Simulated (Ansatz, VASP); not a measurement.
## One calculation of Hf, two programs

The input INCAR:

```
PREC = Accurate ; ENCUT = 520
EDIFF = 1E-8 ; ISMEAR = -1
SIGMA = 0.03 ; LREAL = False
LASPH = True ; NELM = 80
ALGO = Normal ; ISIF = 2
LWAVE = False ; LCHARG = False
LEFG = True ; NBANDS = 11
```

Contents of KPOINTS:

```
Automatic mesh
0
Gamma
  13 13 13
```

Contents of POSCAR:

```
Hf
1.0
    0.0000000000      2.1534000000      2.2200000000
    2.1534000000      0.0000000000      2.2200000000
    2.1534000000      2.1534000000      0.0000000000
Hf
1
Direct
    0.0000000000      0.0000000000      0.0000000000
```

Input for Ansatz:

```yaml
crystal:
  lattice:
    - [0.0, 2.1534, 2.22]
    - [2.1534, 0.0, 2.22]
    - [2.1534, 2.1534, 0.0]
  atoms:
    - { symbol: Hf, position: [0.0, 0.0, 0.0] }
kpoints:
  mp_grid: { grid: [13, 13, 13] }
scf:
  occupations: { method: fermi_dirac, width: 0.03 }
hamiltonian:
  xc: lda
  pseudopotentials: { kind: all_electron, datasets: crystal }
output:
  forces: true
  stress: true
  eigenvalues: true
  efg: { contact_densities: true }
```

Change from the starting cell: equal xx and yy strain of -3 %, crystal datasets.

Alike in both runs: task electric field gradients; functional LDA; k mesh 13 × 13 × 13; occupations fermi-dirac, width 0.03 eV; no spin polarisation.

|  | VASP | Ansatz |
| --- | --- | --- |
| version | VASP 6.6.1 | Ansatz 0.2.0 |
| potentials or method | VASP PAW LDA potentials, release 64 (Hf_pv), cutoff 520 eV | all-electron PAW with datasets made for the crystal, scalar-relativistic |

```csv
,VASP,Ansatz,Ansatz less VASP
pressure (GPa),1.1,1.1,0.00
"traceless stress, the component that is largest in VASP (GPa)",-0.78,-0.84,-0.066
size of Vzz on the site where it differs most (V/Å²),24.8,27.5,+2.63
```

LDA's correlation is that of Perdew and Zunger in VASP and of Perdew and Wang (1992) in Ansatz. Ansatz ran all-electron here, and VASP with PAW potentials.

Neither program's run includes spin-orbit coupling.
